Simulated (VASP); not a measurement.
# ZrS2 in VASP: single point with PBE

Aim: the single point of ZrS2 with PBE.

All numbers are computed with VASP 6.6.1; they aren't measurements. Logs are shortened: lines on timing, memory, paths and dates and some standing lists are left out, and cuts for length are marked.

## (1) The cell of the first run

The cell holds a sheet with vacuum, 3 atoms: a = 3.648 Å, b = 3.648 Å, c = 18.918 Å, α = 90.00°, β = 90.00°, γ = 120.00°.

## (2) Single point, PBE

File INCAR:

```
PREC = Accurate
ENCUT = 400
EDIFF = 1E-6
ISMEAR = 0
SIGMA = 0.03
LREAL = False
LASPH = True
NELM = 120
ALGO = Normal
ISIF = 2
LWAVE = False
LCHARG = True
LDIPOL = True
IDIPOL = 3
DIPOL = 0.5 0.5 0.500
GGA = PE
LELF = True
LVHAR = True
LVACPOTAV = True
NBANDS = 19
GGA_COMPAT = False
NELMDL = -8
```

File KPOINTS:

```
regular mesh
0
Gamma
  12 12 1
```

File POSCAR:

```
ZrS2
1.0
    3.6484476742      0.0000000000      0.0000000000
   -1.8242238371      3.1596483702      0.0000000000
    0.0000000000      0.0000000000     18.9177010306
S Zr
2 1
Direct
    0.3333333333      0.6666666667      0.4228843657
    0.6666666667      0.3333333333      0.5771156343
    0.0000000000      0.0000000000      0.5000000000
```

Potentials or basis: VASP PAW PBE potentials, release 64 (S, Zr_sv).

Launch:

```console
cat potpaw_PBE.64/S/POTCAR potpaw_PBE.64/Zr_sv/POTCAR > POTCAR
mpirun -np 1 vasp_std > vasp.out
```

OUTCAR:

```text
PREC = Accurate
   ENCUT = 400
   EDIFF = 1E-6
   ISMEAR = 0
   LREAL = False
   LASPH = True
   NELM = 120
   ISIF = 2
   GGA = PE
   NELMDL = -8

 ion  position               nearest neighbor table
   1  0.333  0.667  0.423-   3 2.56   3 2.56   3 2.56
   2  0.667  0.333  0.577-   3 2.56   3 2.56   3 2.56
   3  0.000  0.000  0.500-   1 2.56   2 2.56   1 2.56   2 2.56   2 2.56   1 2.56

  LATTYP: Found a hexagonal cell.
 ALAT       =     3.6484476742
 C/A-ratio  =     5.1851370007

  Lattice vectors:

 A1 = (   3.6484476742,   0.0000000000,   0.0000000000)
 A2 = (  -1.8242238371,   3.1596483702,   0.0000000000)
 A3 = (   0.0000000000,   0.0000000000,  18.9177010306)

Analysis of symmetry for initial positions (statically):
=====================================================================
 Subroutine PRICEL returns:
 Original cell was already a primitive cell.

 Routine SETGRP: Setting up the symmetry group for a
 hexagonal supercell.

 Subroutine GETGRP returns: Found 12 space group operations
 (whereof 12 operations were pure point group operations)
 out of a pool of 24 trial point group operations.

The static configuration has the point symmetry D_3d.

Analysis of symmetry for dynamics (positions and initial velocities):
=====================================================================
 Subroutine PRICEL returns:
 Original cell was already a primitive cell.

 Routine SETGRP: Setting up the symmetry group for a
 hexagonal supercell.

 Subroutine GETGRP returns: Found 12 space group operations
 (whereof 12 operations were pure point group operations)
 out of a pool of 24 trial point group operations.

The dynamic configuration has the point symmetry D_3d.

 Subroutine INISYM returns: Found 12 space group operations
 (whereof 12 operations are pure point group operations),
 and found     1 'primitive' translations

----------------------------------------------------------------------------------------

                                     Primitive cell

  volume of cell :     218.0797

  direct lattice vectors                    reciprocal lattice vectors
     3.648447674  0.000000000  0.000000000     0.274089171  0.158245457  0.000000000
    -1.824223837  3.159648370  0.000000000     0.000000000  0.316490914  0.000000000
     0.000000000  0.000000000 18.917701031     0.000000000  0.000000000  0.052860546

  length of vectors
     3.648447674  3.648447674 18.917701031     0.316490914  0.316490914  0.052860546

  position of ions in fractional coordinates (direct lattice)
[... 80 lines left out ...]
   NFREE  =      0    steps in history (QN), initial steepest desc. (CG)
   ISIF   =      2    stress and relaxation
   ISYM   =      2    0-nonsym 1-usesym 2-fastsym
   POTIM  = 0.5000    time-step for ionic-motion
   TEBEG  =    0.0;   TEEND  =   0.0 temperature during run
   PSTRESS=    0.0 pullay stress
   NELECT =      24.0000    total number of electrons
   NUPDOWN=      -1.0000    fix difference up-down
   EMIN   =  10.00;   EMAX   =-10.00  energy-range for DOS
   EFERMI =   0.00;   METHOD = LEGACY
   ISMEAR =     0;   SIGMA  =   0.03  broadening in eV -4-tet -1-fermi 0-gaus
   EFERMI_NEDOS =   21; number of points for ismear=-14 and -15
   IALGO  =     38    algorithm
   IMIX   =      4    mixing-type and parameters
     AMIX     =   0.40;   BMIX     =  1.00
     AMIX_MAG =   1.60;   BMIX_MAG =  1.00
  volume/ion in A,a.u.               =      72.69       490.56
  Fermi-wavevector in a.u.,A,eV,Ry     =   0.784525  1.482537  8.374108  0.615480
  Thomas-Fermi vector in A             =   1.888675
   LORBIT       =      0    0 simple, 1 ext, 2 COOP (PROOUT), +10 PAW based schemes
   GGA     = PE    functional components
   LHFCALC =     F    Hartree Fock is set to
   AEXX    =    0.0000 exact exchange contribution
   IVDW    =     0    specifies the selected vdW correction
   LEPSILON=     F    determine dielectric tensor
   LRPA    =     F    only Hartree local field effects (RPA)
 non-spin polarized calculation
 Gauss-broadening in eV      SIGMA  =   0.03
  energy-cutoff  :      400.00
  volume of cell :      218.08
 maximum number of plane-waves:      3999
 NGX is ok and might be reduce to    24
   NGX = 11   NGY = 11   NGZ = 61

 dipolmoment           0.000000      0.000000      0.000000 electrons x Angstroem

 number of electron      24.0000003 magnetization

 dipolmoment           0.000000      0.000000     -0.000000 electrons x Angstroem

 Free energy of the ion-electron system (eV)
  ---------------------------------------------------
  ext. energy  EPLUGINS =         0.00000000
  ---------------------------------------------------
  free energy    TOTEN  =       -21.42640193 eV

  energy without entropy =      -21.42640193  energy(sigma->0) =      -21.42640193

 E-fermi :  -2.8383     XC(G=0):  -3.4828

 val. band max:       -2.9846458240   @ k =   0.0000   0.0000   0.0000
 cond. band min:      -1.8835455449   @ k =   0.5000   0.0000   0.0000
 fundamental gap:      1.1011002791
 Fermi energy:        -2.8382562736

 k-point     1 :       0.0000    0.0000    0.0000
  band No.  band energies     occupation
      1     -51.8414      2.00000
      2     -29.9091      2.00000
      3     -29.7494      2.00000
      4     -29.7494      2.00000
      5     -15.4216      2.00000
      6     -14.2737      2.00000
[... 395 lines left out ...]
      6     -14.2434      2.00000
[... 11 lines left out ...]
     18       5.6279      0.00000
     19       6.1105      0.00000

------------------------ aborting loop because EDIFF is reached ----------------------------------------

  FORCE on cell =-STRESS in cart. coord.  units (eV):
  Direction    XX          YY          ZZ          XY          YZ          ZX
  --------------------------------------------------------------------------------------
  -------------------------------------------------------------------------------------
  Total        0.7625384      0.7625384      0.1988569      0.0000000      0.0000000     -0.0000000
  in kB        5.6021802      5.6021802      1.4609521      0.0000000      0.0000000     -0.0000000
  external PRESSURE =       4.2217708 kB  Pullay stress =       0.0000000 kB

 VOLUME and BASIS-vectors are now :
 -----------------------------------------------------------------------------
  energy-cutoff  :      400.00
  volume of cell :      218.08
      direct lattice vectors                 reciprocal lattice vectors
     3.648447674  0.000000000  0.000000000     0.274089171  0.158245457  0.000000000
    -1.824223837  3.159648370  0.000000000     0.000000000  0.316490914  0.000000000
     0.000000000  0.000000000 18.917701031     0.000000000  0.000000000  0.052860546

 POSITION                                       TOTAL-FORCE (eV/Angst)
 -----------------------------------------------------------------------------------
     -0.00000      2.10643      8.00000        -0.000000      0.000000     -0.083290
      1.82422      1.05322     10.91770         0.000000      0.000000      0.083290
      0.00000      0.00000      9.45885        -0.000000     -0.000000      0.000000
 -----------------------------------------------------------------------------------
    total drift:                               -0.000000     -0.000000     -0.000000

  FREE ENERGIE OF THE ION-ELECTRON SYSTEM (eV)
  ---------------------------------------------------
  free  energy   TOTEN  =       -21.4264019325 eV

  energy  without entropy=      -21.4264019325  energy(sigma->0) =      -21.42640193

 vacuum level on the upper side and lower side of the slab         3.407         3.407
```

OSZICAR:

```text
N       E                     dE             d eps       ncg     rms          rms(c)
DAV:   1     0.144372589945E+03    0.14437E+03   -0.96030E+03   882   0.802E+02
DAV:   2    -0.759886928909E+01   -0.15197E+03   -0.14932E+03  1020   0.212E+02
DAV:   3    -0.231554596936E+02   -0.15557E+02   -0.15497E+02  1262   0.584E+01
[... 17 lines left out ...]
DAV:  21    -0.214263719432E+02   -0.27403E-04   -0.98997E-07   769   0.319E-03    0.212E-03
DAV:  22    -0.214263952347E+02   -0.23291E-04   -0.13693E-06   847   0.328E-03    0.570E-04
DAV:  23    -0.214263990178E+02   -0.37831E-05   -0.88809E-08   761   0.994E-04    0.664E-04
DAV:  24    -0.214264018665E+02   -0.28487E-05   -0.12711E-07   754   0.971E-04    0.384E-04
DAV:  25    -0.214264019325E+02   -0.66034E-07   -0.35068E-09   589   0.240E-04
   1 F= -.21426402E+02 E0= -.21426402E+02  d E =-.107204E-13
```

stdout:

```text
POSCAR found type information on POSCAR S Zr
 POSCAR found :  2 types and       3 ions
 scaLAPACK will be used
 LDA part: xc-table for (Slater+PW92), standard interpolation
 POSCAR, INCAR and KPOINTS ok, starting setup
 FFT: planning ... GRIDC
 FFT: planning ... GRID_SOFT
 FFT: planning ... GRID
 WAVECAR not read
 entering main loop
 -----------------------------------------------------------------------------
|                                                                             |
|           W    W    AA    RRRRR   N    N  II  N    N   GGGG   !!!           |
|           W    W   A  A   R    R  NN   N  II  NN   N  G    G  !!!           |
|           W    W  A    A  R    R  N N  N  II  N N  N  G       !!!           |
|           W WW W  AAAAAA  RRRRR   N  N N  II  N  N N  G  GGG   !            |
|           WW  WW  A    A  R   R   N   NN  II  N   NN  G    G                |
|           W    W  A    A  R    R  N    N  II  N    N   GGGG   !!!           |
|                                                                             |
|     Did not find any points to average over, which means that no vacuum     |
|     field-free region was found. Please increase the size of  your cell     |
|     in the dimension of the dipole correction to obtain accurate            |
|     workfunction values.                                                    |
|                                                                             |
 -----------------------------------------------------------------------------
```

Wall time 88 s (1 thread of Intel Xeon 8259CL, shared host); peak memory 0.27 GiB.

What came out:

- Free energy: -21.4264 eV
- Largest force: 0.083 eV/Å
- Band gap on the k mesh: 1.10 eV (least direct gap 1.69 eV)

Forces on the atoms (eV/Å):
```
S    0.000  0.000 -0.083
S    0.000  0.000  0.083
Zr   0.000  0.000  0.000
```
